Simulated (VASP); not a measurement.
# W (Fm-3m) in VASP: single point with r2SCAN

Aim: the single point of W with r2SCAN.

Everything below comes from runs of VASP 6.6.1. Logs are shortened: lines on timing, memory, paths and dates and some standing lists are left out, and cuts for length are marked.

### 1 The cell of the first run

The structure is cubic, space group Fm-3m (No. 225). The conventional cell has a = 4.060 Å, b = 4.060 Å, c = 4.060 Å, α = 90.00°, β = 90.00°, γ = 90.00°. Within 3.8 Å of W (site symmetry m-3m) lie 12 W at 2.87 Å.

### 2 Single point, r2SCAN

Input file POSCAR:

```
W
1.0
    0.0000000000     -2.0300000000     -2.0300000000
    0.0000000000      2.0300000000     -2.0300000000
    4.0600000000      0.0000000000      0.0000000000
W
2
Direct
    0.5000000000      0.5000000000      0.5000000000
    0.0000000000      0.0000000000      0.0000000000
```

Input file INCAR.step1:

```
SYSTEM = W
ALGO = Normal
EDIFF = 1E-5
ENCUT = 550
GGA = PE
GGA_COMPAT = .False.
ISMEAR = 0
LASPH = .True.
LCHARG = .False.
LREAL = .False.
LWAVE = .True.
NBANDS = 21
NELM = 120
PREC = Accurate
SIGMA = 0.15
```

Input file INCAR.step2:

```
SYSTEM = W
ALGO = Normal
EDIFF = 1E-6
ENCUT = 550
GGA_COMPAT = .False.
ISIF = 2
ISMEAR = 0
ISTART = 1
LASPH = .True.
LCHARG = .False.
LMIXTAU = .True.
LREAL = .False.
LWAVE = .False.
METAGGA = R2SCAN
NBANDS = 21
NELM = 120
PREC = Accurate
SIGMA = 0.15
```

Input file KPOINTS:

```
k-points
0
Gamma
  16 16 12
  0 0 0
```

Potentials or basis: VASP PAW PBE potentials, release 64 (W_sv).

Started as:

```
$ cat potpaw_PBE.64/W_sv/POTCAR > POTCAR
$ cp INCAR.step1 INCAR
$ mpirun -np 1 vasp_std > vasp.out
$ cp INCAR.step2 INCAR
$ mpirun -np 1 vasp_std > vasp.out
```

OUTCAR:

```text
SYSTEM = W
   EDIFF = 1E-6
   ENCUT = 550
   ISIF = 2
   ISMEAR = 0
   ISTART = 1
   LASPH = .True.
   LREAL = .False.
   METAGGA = R2SCAN
   NELM = 120
   PREC = Accurate

 ion  position               nearest neighbor table
   1  0.500  0.500  0.500-   2 2.87   2 2.87   2 2.87   2 2.87   2 2.87   2 2.87   2 2.87   2 2.87

   2  0.000  0.000  0.000-   1 2.87   1 2.87   1 2.87   1 2.87   1 2.87   1 2.87   1 2.87   1 2.87

  LATTYP: Found a simple tetragonal cell.
 ALAT       =     2.8708535316
 C/A-ratio  =     1.4142135624

  Lattice vectors:

 A1 = (   0.0000000000,  -2.0300000000,  -2.0300000000)
 A2 = (   0.0000000000,   2.0300000000,  -2.0300000000)
 A3 = (   4.0600000000,   0.0000000000,   0.0000000000)

Analysis of symmetry for initial positions (statically):
=====================================================================
 Subroutine PRICEL returns following result:

  LATTYP: Found a face centered cubic cell.
 ALAT       =     4.0600000000

  Lattice vectors:

 A1 = (  -2.0300000000,   0.0000000000,   2.0300000000)
 A2 = (  -2.0300000000,  -2.0300000000,   0.0000000000)
 A3 = (   0.0000000000,  -2.0300000000,   2.0300000000)

   2 primitive cells build up your supercell.

 Routine SETGRP: Setting up the symmetry group for a
 simple tetragonal supercell.

 Subroutine GETGRP returns: Found 16 space group operations
 (whereof 16 operations were pure point group operations)
 out of a pool of 16 trial point group operations.

The static configuration has the point symmetry D_4h.

Analysis of symmetry for dynamics (positions and initial velocities):
=====================================================================
 Subroutine PRICEL returns following result:

  LATTYP: Found a face centered cubic cell.
 ALAT       =     4.0600000000

  Lattice vectors:

 A1 = (  -2.0300000000,   0.0000000000,   2.0300000000)
 A2 = (  -2.0300000000,  -2.0300000000,   0.0000000000)
 A3 = (   0.0000000000,  -2.0300000000,   2.0300000000)

   2 primitive cells build up your supercell.

 Routine SETGRP: Setting up the symmetry group for a
 simple tetragonal supercell.

 Subroutine GETGRP returns: Found 16 space group operations
[... 85 lines left out ...]
   total plane-waves  NPLWV =  18432
   dimension x,y,z NGX =    24 NGY =   24 NGZ =   32
   dimension x,y,z NGXF=    48 NGYF=   48 NGZF=   64
   ions per type =               2
   NGX,Y,Z   is equivalent  to a cutoff of  13.90, 13.90, 13.10 a.u.
   NGXF,Y,Z  is equivalent  to a cutoff of  27.80, 27.80, 26.21 a.u.
 SYSTEM =  W
   PREC   = accura    normal or accurate (medium, high low for compatibility)
   ISTART =      1    job   : 0-new  1-cont  2-samecut
   ICHARG =      0    charge: 1-file 2-atom 10-const
   ISPIN  =      1    spin polarized calculation?
   LNONCOLLINEAR =      F non collinear calculations
   LSORBIT =      F    spin-orbit coupling
   LASPH  =      T    aspherical Exc in radial PAW
   ENCUT  =  550.0 eV  40.42 Ry    6.36 a.u.   5.49  5.49  7.76*2*pi/ulx,y,z
   NELM   =    120;   NELMIN=  2; NELMDL=  0     # of ELM steps
   EDIFF  = 0.1E-05   stopping-criterion for ELM
   LREAL  =      F    real-space projection
   EDIFFG = 0.1E-04   stopping-criterion for IOM
   NSW    =      0    number of steps for IOM
   IBRION =     -1    ionic relax: 0-MD 1-quasi-New 2-CG
   NFREE  =      0    steps in history (QN), initial steepest desc. (CG)
   ISIF   =      2    stress and relaxation
   ISYM   =      2    0-nonsym 1-usesym 2-fastsym
   POTIM  = 0.5000    time-step for ionic-motion
   TEBEG  =    0.0;   TEEND  =   0.0 temperature during run
   PSTRESS=    0.0 pullay stress
   NELECT =      28.0000    total number of electrons
   NUPDOWN=      -1.0000    fix difference up-down
   EMIN   =  10.00;   EMAX   =-10.00  energy-range for DOS
   EFERMI =   0.00;   METHOD = LEGACY
   ISMEAR =     0;   SIGMA  =   0.15  broadening in eV -4-tet -1-fermi 0-gaus
   EFERMI_NEDOS =   21; number of points for ismear=-14 and -15
   IALGO  =     38    algorithm
   IMIX   =      4    mixing-type and parameters
     AMIX     =   0.40;   BMIX     =  1.00
     AMIX_MAG =   1.60;   BMIX_MAG =  1.00
  volume/ion in A,a.u.               =      16.73       112.91
  Fermi-wavevector in a.u.,A,eV,Ry     =   1.542688  2.915258 32.380324  2.379887
  Thomas-Fermi vector in A             =   2.648457
   LORBIT       =      0    0 simple, 1 ext, 2 COOP (PROOUT), +10 PAW based schemes
   METAGGA = R2SCAN    functional components
   LHFCALC =     F    Hartree Fock is set to
   AEXX    =    0.0000 exact exchange contribution
   IVDW    =     0    specifies the selected vdW correction
   LEPSILON=     F    determine dielectric tensor
   LRPA    =     F    only Hartree local field effects (RPA)
 non-spin polarized calculation
 Gauss-broadening in eV      SIGMA  =   0.15
  energy-cutoff  :      550.00
  volume of cell :       33.46
 maximum number of plane-waves:      1008
 NGX is ok and might be reduce to    24
   NGX = 11   NGY = 11   NGZ = 15

 number of electron      27.9999995 magnetization

 Free energy of the ion-electron system (eV)
  ---------------------------------------------------
  ext. energy  EPLUGINS =         0.00000000
  ---------------------------------------------------
  free energy    TOTEN  =      -101.58211924 eV

  energy without entropy =     -101.55321111  energy(sigma->0) =     -101.56766518

 E-fermi :  10.0888     XC(G=0): -14.6076

 val. band max:       10.0885017841   @ k =   0.2500   0.0000   0.1667
 cond. band min:      10.0905160964   @ k =   0.4375   0.3125   0.0833
 fundamental gap:      0.0020143123
 Fermi energy:        10.0887811000

 k-point     1 :       0.0000    0.0000    0.0000
  band No.  band energies     occupation
      1     -65.5758      2.00000
      2     -65.4293      2.00000
      3     -29.6098      2.00000
      4     -28.9497      2.00000
      5     -28.9497      2.00000
      6     -28.5375      2.00000
[... 565 lines left out ...]
     20      16.7879      0.00000
     21      23.0856      0.00000

 [... further k-points ...]
[... 5 lines left out ...]
  --------------------------------------------------------------------------------------
  -------------------------------------------------------------------------------------
  Total       -1.6397510     -1.6819633     -1.6819633      0.0000000      0.0000000      0.0000000
  in kB      -78.5127831    -80.5339491    -80.5339491      0.0000000      0.0000000      0.0000000
  external PRESSURE =     -79.8602271 kB  Pullay stress =       0.0000000 kB

 VOLUME and BASIS-vectors are now :
 -----------------------------------------------------------------------------
  energy-cutoff  :      550.00
  volume of cell :       33.46
      direct lattice vectors                 reciprocal lattice vectors
     0.000000000 -2.030000000 -2.030000000     0.000000000 -0.246305419 -0.246305419
     0.000000000  2.030000000 -2.030000000     0.000000000  0.246305419 -0.246305419
     4.060000000  0.000000000  0.000000000     0.246305419  0.000000000  0.000000000

 POSITION                                       TOTAL-FORCE (eV/Angst)
 -----------------------------------------------------------------------------------
      2.03000      0.00000     -2.03000         0.000000     -0.000000      0.000000
      0.00000      0.00000      0.00000        -0.000000      0.000000     -0.000000
 -----------------------------------------------------------------------------------
    total drift:                               -0.000000      0.000000     -0.000000

  FREE ENERGIE OF THE ION-ELECTRON SYSTEM (eV)
  ---------------------------------------------------
  free  energy   TOTEN  =      -101.5821192447 eV

  energy  without entropy=     -101.5532111061  energy(sigma->0) =     -101.56766518
```

OUTCAR.step1:

```text
SYSTEM = W
   EDIFF = 1E-5
   ENCUT = 550
   GGA = PE
   ISMEAR = 0
   LASPH = .True.
[... 817 lines left out ...]
 -----------------------------------------------------------------------------------
      2.03000      0.00000     -2.03000        -0.000000      0.000000      0.000000
      0.00000      0.00000      0.00000         0.000000     -0.000000     -0.000000
 -----------------------------------------------------------------------------------
    total drift:                               -0.000000      0.000000     -0.000000

  FREE ENERGIE OF THE ION-ELECTRON SYSTEM (eV)
  ---------------------------------------------------
  free  energy   TOTEN  =       -24.9492409737 eV

  energy  without entropy=      -24.9186237324  energy(sigma->0) =      -24.93393235
```

OSZICAR.step1:

```text
N       E                     dE             d eps       ncg     rms          rms(c)
DAV:   1     0.274880434321E+03    0.27488E+03   -0.16208E+04 13270   0.160E+03
DAV:   2    -0.169311792770E+02   -0.29181E+03   -0.28436E+03 14207   0.464E+02
DAV:   3    -0.261272663537E+02   -0.91961E+01   -0.89585E+01 15415   0.800E+01
DAV:   4    -0.262286663140E+02   -0.10140E+00   -0.10082E+00 14245   0.871E+00
DAV:   5    -0.262296858814E+02   -0.10196E-02   -0.10196E-02 15022   0.932E-01    0.259E+01
DAV:   6    -0.252045010933E+02    0.10252E+01   -0.12969E+00 14442   0.109E+01    0.989E+00
DAV:   7    -0.249581558199E+02    0.24635E+00   -0.62341E-01 14709   0.694E+00    0.775E-01
DAV:   8    -0.249493654138E+02    0.87904E-02   -0.11245E-02 13595   0.108E+00    0.117E-01
DAV:   9    -0.249492427025E+02    0.12271E-03   -0.41398E-04 15908   0.172E-01    0.513E-02
DAV:  10    -0.249492409737E+02    0.17289E-05   -0.18711E-05  8920   0.458E-02
   1 F= -.24949241E+02 E0= -.24933932E+02  d E =-.306172E-01
```

Run time: 2.7 min. Hardware: 1 thread of Intel Xeon 6975P-C (Granite Rapids), shared host; peak memory 0.3 GiB.

Results:

| Quantity | Value |
| --- | --- |
| Free energy | -101.5821 eV |
| Pressure | -8.0 GPa |
| Band gap on the k mesh | zero (band 14 reaches 12.98 eV, above the bottom of band 15 at 9.64 eV) |

Levels at points of the mesh, in eV from the Fermi level:
```
           k point  band 12  band 13  band 14  band 15  band 16  band 17
(0.00, 0.00, 0.00)    -0.58    -0.57    -0.57     2.73     2.73     2.89
(0.50, 0.00, 0.00)    -2.22    -1.86    -1.86     1.00     1.00     2.28
(0.50, 0.50, 0.00)    -4.67     2.89     2.89     5.17     5.17     5.78
(0.00, 0.00, 0.50)    -3.01    -0.04    -0.04     1.58     1.58     1.58
(0.50, 0.00, 0.50)    -0.72    -0.72    -0.72     0.38     0.38     5.12
(0.50, 0.50, 0.50)    -2.16    -2.16    -2.16     1.42     1.42     5.79
```

Caveat: the PAW data sets were made with another functional, which shifts forces and pressure a little; spin-orbit coupling is left out, which moves the levels of the heavy elements.
